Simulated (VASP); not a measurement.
A run of VASP 6.6.1 is set up as follows.

INCAR

```
SYSTEM = Pb
PREC = Accurate
ENCUT = 520
EDIFF = 1E-8
ISMEAR = -1
SIGMA = 0.05
LREAL = .FALSE.
LASPH = .TRUE.
NELM = 80
ALGO = Normal
ISIF = 2
LWAVE = .FALSE.
LCHARG = .FALSE.
GGA = PS
LEFG = .TRUE.
NBANDS = 21
```

KPOINTS

```
Automatic mesh
0
G
  12 12 7
  0 0 0
```

The input POSCAR:

```
Pb
1.0
    3.4089603348      0.0000000000      0.0000000000
   -1.7044801674      2.9522462504      0.0000000000
    0.0000000000      0.0000000000      5.4758863477
Pb
2
Direct
    0.3333333333      0.6666666667      0.2500000000
    0.6666666667      0.3333333333      0.7500000000
```

Potentials or basis: VASP PAW PBE potentials, release 64 (Pb_d).

Command:

```bash
$ cat potpaw_PBE.64/Pb_d/POTCAR > POTCAR
$ mpirun -np 1 vasp_std > vasp.out
```

Problem. What does it give for the pressure?

Solution. 4.5 GPa.

Problem. What does it give for the band gap on the k mesh?

Solution. Zero (bands 14 and 15 overlap by 8.21 eV).

Electric field gradients, principal values (V/Å²):
```tsv
atom	least	middle	greatest (by size)
1 Pb	0.653	0.655	-1.308
2 Pb	0.653	0.655	-1.308
```

Caveat: the cell stands under pressure; without QUAD_EFG the Cq values of the log hold for a quadrupole moment of 1 mb, not for the nuclei; the PAW data sets were made with another functional, which shifts forces and pressure a little; spin-orbit coupling is left out, which moves the levels of the heavy elements.
